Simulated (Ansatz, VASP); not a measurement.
# Ir: VASP beside Ansatz

File INCAR:

```
PREC = Accurate
ENCUT = 500
EDIFF = 1E-6
ISMEAR = -1
SIGMA = 0.05
LREAL = False
LASPH = True
NELM = 120
ALGO = Normal
ISIF = 2
LWAVE = False
LCHARG = True
GGA = PS
LELF = True
LVHAR = True
NBANDS = 10
GGA_COMPAT = False
```

KPOINTS

```
Automatic mesh
0
Gamma
  15 15 15
```

POSCAR

```
Ir
1.0
    0.0000000000      1.9068157192      1.9068157192
    1.9068157192      0.0000000000      1.9068157192
    1.9068157192      1.9068157192      0.0000000000
Ir
1
Direct
    0.0000000000      0.0000000000      0.0000000000
```

Input for Ansatz:

```yaml
crystal:
  lattice:
    - [0.0, 1.9068157192, 1.9068157192]
    - [1.9068157192, 0.0, 1.9068157192]
    - [1.9068157192, 1.9068157192, 0.0]
  atoms:
    - { symbol: Ir, position: [0.0, 0.0, 0.0] }
kpoints:
  mp_grid: { grid: [15, 15, 15] }
  band_path:
    path:
      - [0.0, 0.0, 0.0]
      - [0.5, 0.0, 0.5]
      - [0.625, 0.25, 0.625]
      - [0.375, 0.375, 0.75]
      - [0.0, 0.0, 0.0]
      - [0.5, 0.5, 0.5]
      - [0.5, 0.25, 0.75]
      - [0.5, 0.0, 0.5]
    npoints: 5
scf:
  occupations: { method: fermi_dirac, width: 0.05 }
hamiltonian:
  xc: pbesol
  pseudopotentials: { kind: all_electron, lapw: { basis_error: 0.0005 } }
output:
  forces: true
  stress: true
  eigenvalues: true
```

Change from the starting cell: volume scaled by 0.98.

Alike in both runs: task single point; functional PBEsol; k mesh 15 × 15 × 15; occupations fermi-dirac, width 0.05 eV; no spin polarisation.

|  | VASP | Ansatz |
| --- | --- | --- |
| version | VASP 6.6.1 | Ansatz 0.2.0 |
| potentials or method | VASP PAW PBE potentials, release 64 (Ir), cutoff 500 eV | all-electron LAPW, scalar-relativistic |

VASP gave:

| Quantity | Value |
| --- | --- |
| pressure (GPa) | 6.2 |

Problem. What did Ansatz give for the same quantities?

Solution. Pressure (GPa): 5.1.

VASP's potentials were made for PBE, not for PBEsol. Ansatz ran all-electron here, and VASP with PAW potentials.

Neither program's run includes spin-orbit coupling.
